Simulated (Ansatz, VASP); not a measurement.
Ni: VASP beside Ansatz

File INCAR:

```
PREC = Accurate
ENCUT = 520
EDIFF = 1E-6
ISMEAR = -1
SIGMA = 0.05
LREAL = False
LASPH = True
NELM = 150
ALGO = Normal
ISIF = 2
LWAVE = False
LCHARG = True
ISPIN = 2
MAGMOM = 1.5
LORBIT = 11
LMAXMIX = 4
GGA = CA
LELF = True
LVHAR = True
NBANDS = 15
```

File KPOINTS:

```
regular mesh
0
Gamma
  20 20 20
```

The input POSCAR:

```
Ni
1.0
    0.0000000000      1.7679500000      1.8033090000
    1.7679500000      0.0000000000      1.8033090000
    1.7679500000      1.7679500000      0.0000000000
Ni
1
Direct
    0.0000000000      0.0000000000      0.0000000000
```

Input for Ansatz:

```yaml
crystal:
  lattice:
    - [0.0, 1.76795, 1.803309]
    - [1.76795, 0.0, 1.803309]
    - [1.76795, 1.76795, 0.0]
  atoms:
    - { symbol: Ni, position: [0.0, 0.0, 0.0], spin: 1.5 }
magnetization:
  spin_polarized: true
kpoints:
  mp_grid: { grid: [20, 20, 20] }
  band_path:
    path:
      - [0.0, 0.0, 0.0]
      - [0.0, 0.5, 0.5]
      - [0.25, 0.75, 0.5]
      - [0.0, 0.5, 0.0]
      - [0.0, 0.0, 0.0]
      - [0.5, 0.5, 0.0]
      - [0.3701460977, 0.6298539023, 0.0]
      - [-0.3701460977, 0.3701460977, 0.0]
      - [0.0, 0.0, 0.0]
    npoints: 5
scf:
  occupations: { method: fermi_dirac, width: 0.05 }
hamiltonian:
  xc: lda
  pseudopotentials: { kind: all_electron, lapw: { basis_error: 0.00025 } }
output:
  forces: true
  stress: true
  eigenvalues: true
```

Change from the starting cell: zz strain of +2 %.

Alike in both runs: task single point; functional LDA; k mesh 20 × 20 × 20; occupations fermi-dirac, width 0.05 eV; collinear spin.

|  | VASP | Ansatz |
| --- | --- | --- |
| version | VASP 6.6.1 | Ansatz 0.2.0 |
| potentials or method | VASP PAW LDA potentials, release 64 (Ni), cutoff 520 eV | all-electron LAPW, scalar-relativistic |

VASP gave:

```
pressure (GPa)                                                : -22.0
traceless stress, the component that is largest in VASP (GPa) : -1.39
net moment per atom (μB)                                      : 0.61
size of the moment on the site where the two differ most (μB) : 0.62
```

Q: Which values does Ansatz return?

A: Pressure (GPa): -22.4; traceless stress, the component that is largest in VASP (GPa): -1.45; net moment per atom (μB): 0.63; size of the moment on the site where the two differ most (μB): 0.65.

LDA's correlation is that of Perdew and Zunger in VASP and of Perdew and Wang (1992) in Ansatz. Site moments also hang on the region over which each program counts them. Ansatz ran all-electron here, and VASP with PAW potentials.
